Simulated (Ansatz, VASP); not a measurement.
# One calculation of K3Pd, two programs

```xyz
4
Lattice="5.4450 0.0000 0.0000 0.0000 5.4450 0.0000 0.0000 0.0000 5.4450" Properties=species:S:1:pos:R:3 pbc="T T T"
K     2.7225    2.7225    0.0000
K     0.0000    2.7225    2.7225
K     2.7225    0.0000    2.7225
Pd    0.0000    0.0000    0.0000
```

Alike in both runs: task single point; functional LDA; k mesh 5 × 5 × 5; occupations methfessel-paxton of order 1, width 0.1 eV; no spin polarisation.

|  | VASP | Ansatz |
| --- | --- | --- |
| version | VASP 6.6.1 | Ansatz 0.2.0 |
| potentials or method | VASP PAW LDA potentials, release 64 (K_sv, Pd) | plane waves, PAW |
| plane-wave cutoff (eV) | 520 | 420 |
| valence electrons in the cell | 37 | 45 |

Ansatz gave:

| Property | Result |
| --- | --- |
| gap on the k mesh at the Fermi level (eV) | none |
| pressure (GPa) | -1.6 |

Q: What did VASP give for the same quantities?

A: gap on the k mesh at the Fermi level (eV): none; pressure (GPa): -1.7.

LDA's correlation is that of Perdew and Zunger in VASP and of Perdew and Wang (1992) in Ansatz. A gap of «none» marks a metal or a gap that the smearing closes. VASP's potentials hold 37 valence electrons a cell and Ansatz's 45, so a difference there can come from the potentials and not from the codes.
